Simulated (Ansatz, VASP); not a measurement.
Given: the input of a run of VASP 6.6.1 on CoNiO2.

INCAR

```
SYSTEM = CoNiO2
PREC = Accurate ; ENCUT = 520
EDIFF = 1E-7 ; ISMEAR = -1
SIGMA = 0.05 ; LREAL = .False.
LASPH = .True. ; NELM = 150
ALGO = Normal ; ISIF = 2
LWAVE = .False. ; LCHARG = .False.
ISPIN = 2 ; MAGMOM = 1 2 0 0
LORBIT = 11 ; LMAXMIX = 4
NBANDS = 28
```

The input KPOINTS:

```
Automatic mesh
0
Gamma
  9 9 6
  0 0 0
```

Contents of POSCAR:

```
CoNiO2
1.0
    2.9735937763      0.0000000000      0.0000000000
    0.0000000000      2.9735937763      0.0000000000
    0.0000000000      0.0000000000      4.1652200993
Ni Co O
1 1 2
Direct
    0.0000000000      0.0000000000      0.0000000000
    0.5000000000      0.5000000000      0.5000000000
    0.0000000000      0.0000000000      0.5000000000
    0.5000000000      0.5000000000      0.0000000000
```

Potentials or basis: VASP PAW LDA potentials, release 64 (Ni, Co, O).

Command:

```console
$ cat potpaw_LDA.64/Ni/POTCAR potpaw_LDA.64/Co/POTCAR potpaw_LDA.64/O/POTCAR > POTCAR
$ mpirun -np 1 vasp_std > vasp.out
```

Translate it to Ansatz 0.2.0. Potentials there: all-electron LAPW, scalar-relativistic.

As run (the cutoff follows the program's own potentials):

File input.yaml:

```yaml
crystal:
  lattice:
    - [2.9735937763, 0.0, 0.0]
    - [0.0, 2.9735937763, 0.0]
    - [0.0, 0.0, 4.1652200993]
  atoms:
    - { symbol: Ni, position: [0.0, 0.0, 0.0], spin: 1.0 }
    - { symbol: Co, position: [0.5, 0.5, 0.5], spin: 2.0 }
    - { symbol: O, position: [0.0, 0.0, 0.5] }
    - { symbol: O, position: [0.5, 0.5, 0.0] }
kpoints:
  mp_grid: { grid: [9, 9, 6] }
scf:
  occupations: { method: fermi_dirac, width: 0.05 }
hamiltonian:
  xc: lda
  pseudopotentials: { kind: all_electron, lapw: { basis_error: 0.002 } }
magnetization:
  spin_polarized: true
output:
  forces: true
  stress: true
  eigenvalues: true
```

Potentials or basis: all-electron LAPW, scalar-relativistic.

The run is started by

```bash
$ ansatz run input.yaml --threads 4 --pin off --max-ram 12288MiB --backend cpu --events-out ev --progress --plain --runs-dir out
```

Both were run:

|  | VASP | Ansatz | Ansatz less VASP |
| --- | --- | --- | --- |
| gap on the k mesh at the Fermi level (eV) | none | none | - |
| pressure (GPa) | -18.7 | -17.3 | +1.37 |
| traceless stress, the component that is largest in VASP (GPa) | 0.15 | 0.13 | -0.017 |
| net moment per atom (μB) | 0.75 | 0.83 | +0.080 |
| size of the moment on the site where the two differ most (μB) | 2.08 | 2.27 | +0.197 |

LDA's correlation is that of Perdew and Zunger in VASP and of Perdew and Wang (1992) in Ansatz. Site moments also hang on the region over which each program counts them. A gap of «none» marks a metal or a gap that the smearing closes. Ansatz ran all-electron here, and VASP with PAW potentials.
